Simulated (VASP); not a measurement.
Write the native input for VASP 6.6.1 that does the following.

```yaml
Task: single point
Functional: PBEsol
Potentials_or_basis: VASP PAW PBE potentials, release 64 (Ir)
Cutoff: 520 eV
k_mesh: 11 × 11 × 6
Occupations: fermi-dirac, width 0.05 eV
Spin: no spin polarisation
Dipole_correction: no
Further_INCAR_settings: ALGO = Normal; EDIFF = 1e-06; NBANDS = 16
```

The structure of Ir lies in POSCAR:

```
Ir
1.0
    2.7196960313      0.0000000000      0.0000000000
   -1.3598480156      2.3553258536      0.0000000000
    0.0000000000      0.0000000000      4.4082150684
Ir
2
Direct
    0.3333333333      0.6666666667      0.2500000000
    0.6666666667      0.3333333333      0.7500000000
```

One way to write it, as run:

INCAR

```
ALGO = Normal ; EDIFF = 1E-6
ENCUT = 520 ; GGA = PS
ISIF = 2 ; ISMEAR = -1
LASPH = T ; LCHARG = T
LELF = T ; LREAL = F
LVHAR = T ; LWAVE = F
NBANDS = 16 ; NELM = 100
PREC = Accurate ; SIGMA = 0.05
```

KPOINTS

```
k-points
0
Gamma
  11 11 6
```

Potentials or basis: VASP PAW PBE potentials, release 64 (Ir).

The run is started by

```bash
$ cat potpaw_PBE.64/Ir/POTCAR > POTCAR
$ mpirun -np 1 vasp_std > vasp.out
```

Results of the run:

| Item | Value |
| --- | --- |
| Pressure | 1.0 GPa |
| Band gap on the k mesh | zero (band 9 reaches 11.38 eV, above the bottom of band 10 at 8.10 eV) |

Caveat: the PAW data sets were made with another functional, which shifts forces and pressure a little; spin-orbit coupling is left out, which moves the levels of the heavy elements.

Wall time 37 s on 1 thread of Intel Xeon 8259CL, with other jobs on the host, peak memory 0.16 GiB.
